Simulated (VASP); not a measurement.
BeS, 2 atoms in the cell. Symmetry: F-43m, No. 216, cubic system. The conventional cell has a = 4.838 Å, b = 4.838 Å, c = 4.838 Å, α = 90.00°, β = 90.00°, γ = 90.00°. Be (site symmetry -43m) has 4 S at 2.09 Å within 2.8 Å. S (site symmetry -43m) has 4 Be at 2.09 Å within 2.8 Å. 

```yaml
Program: VASP 6.6.1
Task: single point
Functional: PBEsol
Potentials_or_basis: VASP PAW PBE potentials, release 64 (Be, S)
Cutoff: 520 eV
k_mesh: 8 × 8 × 8
Occupations: gaussian, width 0.02 eV
Spin: no spin polarisation
Dipole_correction: no
Further_INCAR_settings: ALGO = Normal; EDIFF = 1e-06; NBANDS = 11
```

Potentials or basis: VASP PAW PBE potentials, release 64 (Be, S).

The run is started by

```sh
$ cat potpaw_PBE.64/Be/POTCAR potpaw_PBE.64/S/POTCAR > POTCAR
$ mpirun -np 1 vasp_std > vasp.out
```

Hardware: 1 thread of AMD EPYC 7R13 Processor (Zen 3), on a shared host.

Estimate the wall time of this run.

Run time: 8.1 s on 1 thread of AMD EPYC 7R13 Processor (Zen 3) (shared host), peak memory 0.12 GiB. Counts: scf iterations 12, k points 29.
